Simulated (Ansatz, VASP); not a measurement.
Hg in VASP and in Ansatz

```
CELL_PARAMETERS angstrom
1.84067 1.06271 2.28001
-1.84067 1.06271 2.28001
0.00000 -2.12542 2.28001
ATOMIC_POSITIONS crystal
Hg 0.00000 0.00000 0.00000
```

Alike in both runs: task single point; functional PBEsol; k mesh 18 × 18 × 18; occupations fermi-dirac, width 0.1 eV; no spin polarisation.

```csv
,VASP,Ansatz
version,VASP 6.6.1,Ansatz 0.2.0
potentials or method,"VASP PAW PBE potentials, release 64 (Hg), cutoff 520 eV","plane waves (420 eV) with PAW, scalar-relativistic"
valence electrons in the cell,12,20
```

```tsv
	VASP	Ansatz	Ansatz less VASP
pressure (GPa)	-2.8	-3.0	-0.22
traceless stress, the component that is largest in VASP (GPa)	-0.83	-0.94	-0.108
```

VASP's potentials were made for PBE, not for PBEsol, and Ansatz warns of the same on its side. The functional is the same, so the differences come from potentials, cutoffs and numerics. VASP's potentials hold 12 valence electrons a cell and Ansatz's 20, so a difference there can come from the potentials and not from the codes.

Spin-orbit coupling is off throughout.
